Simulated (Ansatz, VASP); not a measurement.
## Two plane-wave programs on SnSe

File POSCAR:

```
SnSe
1.0
    4.2193393516      0.0000000000      0.0000000000
    0.0000000000      4.2193393516      0.0000000000
    0.0000000000      0.0000000000      5.9930255593
Sn Se
2 2
Direct
    0.5000000000      0.0000000000      0.2500915766
    0.0000000000      0.5000000000      0.7499084234
    0.5000000000      0.0000000000      0.7498972969
    0.0000000000      0.5000000000      0.2501027031
```

INCAR.step1

```
SYSTEM = SnSe
ALGO     = Normal         ! electronic algorithm
EDIFF    = 1E-5           ! SCF threshold, eV
ENCUT    = 520            ! plane-wave cutoff, eV
GGA      = PE             ! functional
ISIF     = 2              ! what is computed and relaxed
ISMEAR   = 0              ! smearing method
LASPH    = .TRUE.         ! aspherical terms in the spheres
LCHARG   = .FALSE.        ! write CHGCAR
LREAL    = .FALSE.        ! projectors in reciprocal space
LWAVE    = .TRUE.         ! write WAVECAR
NBANDS   = 28             ! bands
NELM     = 100            ! most SCF steps
PREC     = Accurate       ! precision mode
SIGMA    = 0.01           ! smearing width, eV
```

Contents of INCAR.step2:

```
SYSTEM = SnSe
AEXX     = 0.3            ! exact-exchange fraction
ALGO     = Normal         ! electronic algorithm
EDIFF    = 1E-6           ! SCF threshold, eV
ENCUT    = 520            ! plane-wave cutoff, eV
GGA      = PE             ! functional
HFSCREEN = 0.3            ! screening, 1/A
ISIF     = 2              ! what is computed and relaxed
ISMEAR   = 0              ! smearing method
ISTART   = 1            
LASPH    = .TRUE.         ! aspherical terms in the spheres
LCHARG   = .FALSE.        ! write CHGCAR
LHFCALC  = .TRUE.         ! exact exchange
LREAL    = .FALSE.        ! projectors in reciprocal space
LWAVE    = .FALSE.        ! write WAVECAR
NBANDS   = 28             ! bands
NELM     = 100            ! most SCF steps
PREC     = Accurate       ! precision mode
PRECFOCK = Normal       
SIGMA    = 0.01           ! smearing width, eV
```

Contents of KPOINTS:

```
k-points
0
G
  4 4 2
  0 0 0
```

Input for Ansatz:

```yaml
crystal:
  lattice:
    - [4.2193393516, 0.0, 0.0]
    - [0.0, 4.2193393516, 0.0]
    - [0.0, 0.0, 5.9930255593]
  atoms:
    - { symbol: Sn, position: [0.5, 0.0, 0.2500915766] }
    - { symbol: Sn, position: [0.0, 0.5, 0.7499084234] }
    - { symbol: Se, position: [0.5, 0.0, 0.7498972969] }
    - { symbol: Se, position: [0.0, 0.5, 0.2501027031] }
kpoints:
  mp_grid: { grid: [4, 4, 2] }
hamiltonian:
  xc: { exchange: pbe, correlation: pbe, exx: { coeff: 0.3, omega: 0.3 } }
scf:
  occupations: { method: fixed }
  n_extra_bands: 5
output:
  forces: true
  stress: true
  eigenvalues: true
```

Alike in both runs: task single point; functional PBE-based screened hybrid; k mesh 4 × 4 × 2; no spin polarisation.

|  | VASP | Ansatz |
| --- | --- | --- |
| version | VASP 6.6.1 | Ansatz 0.2.0 |
| potentials or method | VASP PAW PBE potentials, release 64 (Sn_d, Se) | plane waves |
| plane-wave cutoff (eV) | 520 | 420 |
| occupations | gaussian, width 0.01 eV | fixed |
| valence electrons in the cell | 40 | 60 |

Ansatz gave:

| Item | Value |
| --- | --- |
| gap on the k mesh at the Fermi level (eV) | 0.56 |
| pressure (GPa) | 0.3 |
| traceless stress, the component that is largest in VASP (GPa) | 4.24 |

Task: What did VASP give for the same quantities?

Result: gap on the k mesh at the Fermi level (eV): 0.55; pressure (GPa): 0.3; traceless stress, the component that is largest in VASP (GPa): 4.22.

VASP's potentials were made for PBE, not for PBE-based screened hybrid. VASP's potentials hold 40 valence electrons a cell and Ansatz's 60, so a difference there can come from the potentials and not from the codes. Ansatz's warnings: stress exchange threshold loose, stress scf threshold loose.

The k mesh is coarse, so the values compare programs but aren't converged.
